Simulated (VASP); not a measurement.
MgO: single point with PBEsol

The system is MgO.

```
Mg O
1.0
     3.21626    0.00000    0.00000
    -1.60813    2.78536    0.00000
     0.00000    0.00000    4.35835
Mg O
2 2
Direct
  0.66667 0.33333 0.75000
  0.33333 0.66667 0.25000
  0.66667 0.33333 0.25000
  0.33333 0.66667 0.75000
```

This cell differs from its parent crystal: volume 9.761 Å^3 an atom, c/a of the conventional cell 1.3551.

```yaml
Program: VASP 6.6.1
Task: single point
Functional: PBEsol
Potentials_or_basis: VASP PAW PBE potentials, release 64 (Mg, O)
Cutoff: 520 eV
k_mesh: 9 × 9 × 6
Occupations: gaussian, width 0.05 eV
Spin: no spin polarisation
```

```json
{"Pressure": "25.8 GPa", "Band gap on the k mesh": "3.88 eV, direct"}
```

Stress tensor (GPa, compression positive):
```
37.12  0.00  0.00
 0.00 37.12  0.00
 0.00  0.00  3.22
```

Levels at points of the mesh, in eV from the valence-band top:
```tsv
k point	band 4	band 5	band 6	band 7	band 8	band 9	band 10	band 11	band 12	band 13
(0.00, 0.00, 0.00)	-1.87	-1.87	-1.19	-1.19	0.00	3.88	10.05	11.95	14.19	14.19
(0.00, 0.00, 0.50)	-2.79	-1.54	-1.54	-1.54	-1.54	6.91	6.91	14.54	14.54	14.54
```

Wall time 11 s on 1 thread of Intel(R) Xeon(R) Platinum 8488C (Sapphire Rapids), with other jobs on the host, peak memory 0.16 GiB.

Caveat: the PAW data sets were made with another functional, which shifts forces and pressure a little.
